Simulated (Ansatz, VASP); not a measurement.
# Cd: VASP beside Ansatz

The input INCAR:

```
PREC     = Accurate       # precision mode
ENCUT    = 520            # plane-wave cutoff, eV
EDIFF    = 1E-6           # SCF threshold, eV
ISMEAR   = 0              # smearing method
SIGMA    = 0.15           # smearing width, eV
LREAL    = F              # projectors in reciprocal space
LASPH    = T              # aspherical terms in the spheres
NELM     = 80             # most SCF steps
ALGO     = Fast           # electronic algorithm
ISIF     = 2              # what is computed and relaxed
LWAVE    = F              # write WAVECAR
LCHARG   = T              # write CHGCAR
GGA      = PE             # functional
LELF     = T              # ELF
LVHAR    = T            
NBANDS   = 12             # bands
```

KPOINTS

```
regular mesh
0
Gamma
  18 18 18
```

POSCAR

```
Cd
1.0
    0.0000000000      2.2339433001      2.2339433001
    2.2339433001      0.0000000000      2.2339433001
    2.2339433001      2.2339433001      0.0000000000
Cd
1
Direct
    0.0000000000      0.0000000000      0.0000000000
```

Input for Ansatz:

```yaml
crystal:
  lattice:
    - [0.0, 2.2339433001, 2.2339433001]
    - [2.2339433001, 0.0, 2.2339433001]
    - [2.2339433001, 2.2339433001, 0.0]
  atoms:
    - { symbol: Cd, position: [0.0, 0.0, 0.0] }
basis:
  ecutwfc: 420
kpoints:
  mp_grid: { grid: [18, 18, 18] }
hamiltonian:
  xc: pbe
scf:
  occupations: { method: gaussian, width: 0.15 }
output:
  forces: true
  stress: true
  eigenvalues: true
```

Alike in both runs: task single point; functional PBE; k mesh 18 × 18 × 18; occupations gaussian, width 0.15 eV; no spin polarisation.

|  | VASP | Ansatz |
| --- | --- | --- |
| version | VASP 6.6.1 | Ansatz 0.2.0 |
| potentials or method | VASP PAW PBE potentials, release 64 (Cd), cutoff 520 eV | scalar-relativistic, plane waves, PAW |
| valence electrons in the cell | 12 | 20 |

|  | VASP | Ansatz | Ansatz less VASP |
| --- | --- | --- | --- |
| gap on the k mesh at the Fermi level (eV) | none | none | - |
| pressure (GPa) | 1.4 | 1.1 | -0.33 |

A gap of «none» marks a metal or a gap that the smearing closes. VASP's potentials hold 12 valence electrons a cell and Ansatz's 20, so a difference there can come from the potentials and not from the codes.
